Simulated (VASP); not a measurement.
Sn2SeS3:

```
CELL_PARAMETERS angstrom
4.11016 0.00000 0.00000
0.00000 4.11016 0.00000
0.00000 0.00000 9.06741
ATOMIC_POSITIONS crystal
Sn 0.50000 0.00000 0.73919
Sn 0.00000 0.50000 0.26081
Se 0.50000 0.50000 0.00000
S 0.50000 0.00000 0.38377
S 0.00000 0.50000 0.61623
S 0.00000 0.00000 0.00000
```

The cell was generated, and may not be a known phase.

* Program: VASP 6.6.1
* Task: relaxation of cell and atoms
* Functional: PBE
* Potentials or basis: VASP PAW PBE potentials, release 64 (Sn_d, Se, S)
* Cutoff: 600 eV
* k mesh: 4 × 4 × 2
* Occupations: gaussian, width 0.1 eV
* Spin: no spin polarisation

At the start: pressure -7.5 GPa; volume 25.53 Å³/atom.

Q: How do energy, volume and symmetry change on relaxing?

A: Over 14 steps the energy falls by 265.9 meV/atom and the volume is 22.42 Å³/atom (-12.2 %); space group P-4m2 (No. 115, to 0.1 Å) before and after.

The path:
```tsv
step	energy change (eV)	largest force (eV/Å)	pressure (GPa)	volume (Å³)
1	0.0000	1.3931	-7.45	153.18
2	-1.0588	1.4288	0.58	128.22
3	-1.0713	1.3961	2.05	125.74
4	-1.3181	0.9347	2.17	126.89
5	-1.4177	0.2481	2.60	128.10
6	-1.4788	0.3683	-1.86	136.80
7	-1.4873	0.3192	-0.81	134.41
8	-1.5213	0.3215	-0.71	133.66
9	-1.5745	0.1683	0.00	131.32
10	-1.5747	0.1911	-0.07	131.49
11	-1.5835	0.0656	0.71	130.86
12	-1.5836	0.0495	0.82	130.77
13	-1.5903	0.0432	0.51	131.99
14	-1.5956	0.0195	-0.08	134.52
```

Final structure:
```yaml
crystal:
  lattice:
    - [3.84827, 0.00000, 0.00000]
    - [0.00000, 3.84827, 0.00000]
    - [0.00000, 0.00000, 9.08329]
  atoms:
    - { symbol: Sn, position: [0.50000, 0.00000, 0.68791] }
    - { symbol: Sn, position: [0.00000, 0.50000, 0.31209] }
    - { symbol: Se, position: [0.50000, 0.50000, 0.00000] }
    - { symbol: S, position: [0.50000, 0.00000, 0.37978] }
    - { symbol: S, position: [0.00000, 0.50000, 0.62022] }
    - { symbol: S, position: [0.00000, 0.00000, 0.00000] }
```

Caveat: the k points lie up to 0.41 Å⁻¹ apart in the final cell.
